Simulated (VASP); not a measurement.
A run of VASP 6.6.1 is set up as follows.

INCAR

```
SYSTEM = BaZrO3
ALGO = Normal
EDIFF = 1E-6
ENCUT = 1340
GGA = PS
GGA_COMPAT = .FALSE.
ISIF = 2
ISMEAR = -1
IVDW = 13
LASPH = .TRUE.
LCHARG = .FALSE.
LREAL = .FALSE.
LWAVE = .FALSE.
NBANDS = 28
NELM = 120
PREC = Accurate
SIGMA = 0.05
```

The input KPOINTS:

```
k-points
0
G
  6 6 6
  0 0 0
```

File POSCAR:

```
BaZrO3
1.0
    4.1689653912      0.0000000000      0.0000000000
    0.0000000000      4.1689653912      0.0000000000
    0.0000000000      0.0000000000      4.1689653912
Ba Zr O
1 1 3
Direct
    0.0000000000      0.0000000000      0.0000000000
    0.5000000000      0.5000000000      0.5000000000
    0.5000000000      0.5000000000      0.0000000000
    0.5000000000      0.0000000000      0.5000000000
    0.0000000000      0.5000000000      0.5000000000
```

Potentials or basis: VASP PAW PBE potentials, release 64 (Ba_sv, Zr_sv, O_h).

The run is started by

```bash
$ cat potpaw_PBE.64/Ba_sv/POTCAR potpaw_PBE.64/Zr_sv/POTCAR potpaw_PBE.64/O_h/POTCAR > POTCAR
$ mpirun -np 1 vasp_std > vasp.out
```

Predict the pressure.

1.1 GPa.

What does it give for the dispersion energy per atom?

-0.118 eV.

Caveat: the PAW data sets were made with another functional, which shifts forces and pressure a little.
